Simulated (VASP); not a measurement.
Si, 1 atom in the cell. Symmetry: I4/mmm, No. 139, tetragonal system. Conventional cell: a = 3.254 Å, b = 3.254 Å, c = 2.641 Å, α = 90.00°, β = 90.00°, γ = 90.00°. Si (site symmetry 4/mmm) has 14 Si at 2.64 to 3.25 Å within 3.5 Å. 

```yaml
Program: VASP 6.6.1
Task: relaxation of cell and atoms
Functional: PBE
Potentials_or_basis: VASP PAW PBE potentials, release 64 (Si)
Cutoff: 600 eV
k_mesh: 14 × 14 × 14
Occupations: fermi-dirac, width 0.15 eV
Spin: no spin polarisation
Target_pressure: 4 GPa
Dipole_correction: no
Further_INCAR_settings: ALGO = Normal; EDIFF = 1e-06; IBRION = 2; EDIFFG = -0.01; NSW = 80; ISIF = 3
```

Potentials or basis: VASP PAW PBE potentials, release 64 (Si).

Launch:

```sh
$ cat potpaw_PBE.64/Si/POTCAR > POTCAR
$ mpirun -np 1 vasp_std > vasp.out
```

Hardware: 1 thread of Intel(R) Xeon(R) Platinum 8259CL CPU @ 2.50GHz (Skylake/Cascade Lake) (shared host).

Q: Estimate the wall time of this run.

A: It took 26 s on 1 thread of Intel(R) Xeon(R) Platinum 8259CL CPU @ 2.50GHz (Skylake/Cascade Lake), with other jobs on the host, peak memory 0.15 GiB. Counts: scf iterations 23, k points 244, ion steps 5.
